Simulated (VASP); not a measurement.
Input of a VASP 6.6.1 run:

The input POSCAR:

```
AlGa3P4
1.0
    6.4003002004     -1.9311682312     -0.0013966926
    6.4003002004      1.9311682312     -0.0013966926
   -1.1651275737      0.0000000000      6.5804794911
Al Ga P
1 3 4
Direct
    0.0000748697      0.0000748697      0.0004259902
    0.5001583778      0.5001583778      0.5000139165
    0.2497425292      0.2497425292      0.7495216143
    0.7500976889      0.7500976889      0.2502732879
    0.5625295875      0.5625295875      0.1876464941
    0.0623922780      0.0623922780      0.6873535307
    0.8123063929      0.8123063929      0.9372778729
    0.3126982760      0.3126982760      0.4374872933
```

Contents of INCAR.step1:

```
PREC = Accurate
ENCUT = 520
ISMEAR = 0
SIGMA = 0.01
LREAL = False
LASPH = True
NELM = 80
NBANDS = 41
GGA = PE
ALGO = Normal
EDIFF = 1E-4
LWAVE = True
LCHARG = False
```

INCAR.step2

```
PREC = Accurate
ENCUT = 520
EDIFF = 1E-6
ISMEAR = 0
SIGMA = 0.01
LREAL = False
LASPH = True
NELM = 80
ALGO = Normal
ISIF = 2
LWAVE = False
LCHARG = True
METAGGA = R2SCAN
LMIXTAU = True
LELF = True
LVHAR = True
NBANDS = 41
ISTART = 1
```

File KPOINTS:

```
Automatic mesh
0
Gamma
  8 8 4
```

Potentials or basis: VASP PAW PBE potentials, release 64 (Al, Ga_d, P).

The run is started by

```sh
$ cat potpaw_PBE.64/Al/POTCAR potpaw_PBE.64/Ga_d/POTCAR potpaw_PBE.64/P/POTCAR > POTCAR
$ cp INCAR.step1 INCAR
$ mpirun -np 1 vasp_std > vasp.out
$ cp INCAR.step2 INCAR
$ mpirun -np 1 vasp_std > vasp.out
```

Predict the largest force.

0.026 eV/Å.

Predict the pressure.

-0.1 GPa.

Predict the band gap on the k mesh.

1.91 eV (least direct gap 2.19 eV).

Forces in eV/Å, atoms in the order of the input:
```
Al  -0.001  0.000  0.001
Ga  -0.003  0.000 -0.005
Ga   0.004  0.000  0.000
Ga   0.000  0.000 -0.006
P   -0.009  0.000 -0.022
P   -0.012  0.000  0.023
P    0.022  0.000  0.005
P   -0.001  0.000  0.004
```

Caveat: the PAW data sets were made with another functional, which shifts forces and pressure a little. A k mesh can miss the band edges.
